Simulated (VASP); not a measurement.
Set up this calculation in VASP 6.6.1, as the native input.

```
Task                   : single point
Functional             : PBE
Dispersion             : D3(BJ)
Potentials or basis    : VASP PAW PBE potentials, release 64 (Hf_pv, Se, S)
Cutoff                 : 520 eV
k mesh                 : 2 × 2 × 2
Occupations            : gaussian, width 0.02 eV
Spin                   : no spin polarisation
Dipole correction      : no
Further INCAR settings : LREAL = Auto; ALGO = Normal; EDIFF = 1e-07; NBANDS = 68
```

The structure of Hf5Se8S2 lies in POSCAR:

```
Hf5Se8S2
1.0
    0.0000000000      0.0001027096     -6.0460195820
    0.0000000000      6.3983516442     -0.0001221116
    9.2356430881     -3.1991758221      0.0000610558
Hf Se S
5 8 2
Direct
   -0.0048792080     -0.0027677513     -0.0024357994
   -0.0048792080      0.1996680482      0.4024357994
   -0.0028234623      0.5998635540      0.2000000000
   -0.0065167476      0.4004825457      0.7976436918
   -0.0065167476      0.8028388538      0.6023563082
    0.2579381117      0.2646889946      0.2000000000
    0.2623780088      0.4684615232      0.5995877860
    0.2604640055      0.8658649283      0.4004546012
    0.2604640055      0.6654103271     -0.0004546012
    0.2623780088      0.0688737372      0.8004122140
    0.7327993765      0.3324432486      0.9980893572
    0.7327993765      0.5343538914      0.4019106428
    0.7330375971      0.9332944894      0.2000000000
    0.7616784416      0.7328409306      0.7991582513
    0.7616784416      0.1336826793      0.6008417487
```

The input as run:

INCAR

```
ALGO = Normal
EDIFF = 1E-7
ENCUT = 520
GGA = PE
ISIF = 2
ISMEAR = 0
IVDW = 12
LASPH = True
LCHARG = False
LREAL = Auto
LWAVE = False
NBANDS = 68
NELM = 100
PREC = Accurate
SIGMA = 0.02
```

KPOINTS

```
k-points
0
Gamma
  2 2 2
```

Potentials or basis: VASP PAW PBE potentials, release 64 (Hf_pv, Se, S).

Command:

```console
$ cat potpaw_PBE.64/Hf_pv/POTCAR potpaw_PBE.64/Se/POTCAR potpaw_PBE.64/S/POTCAR > POTCAR
$ mpirun -np 1 vasp_std > vasp.out
```

Results of the run:

| Quantity | Value |
| --- | --- |
| Pressure | -0.1 GPa |
| Largest force | 0.091 eV/Å |
| Band gap on the k mesh | 0.38 eV, indirect (least direct gap 0.71 eV) |
| Dispersion energy per atom | -0.371 eV |

Caveat: the k points lie up to 0.52 Å⁻¹ apart; spin-orbit coupling is left out, which moves the levels of the heavy elements.

Wall time 8.4 min on 1 thread of AMD EPYC 7R43 64-Core Processor (Zen 3), on a shared host, peak memory 0.42 GiB.
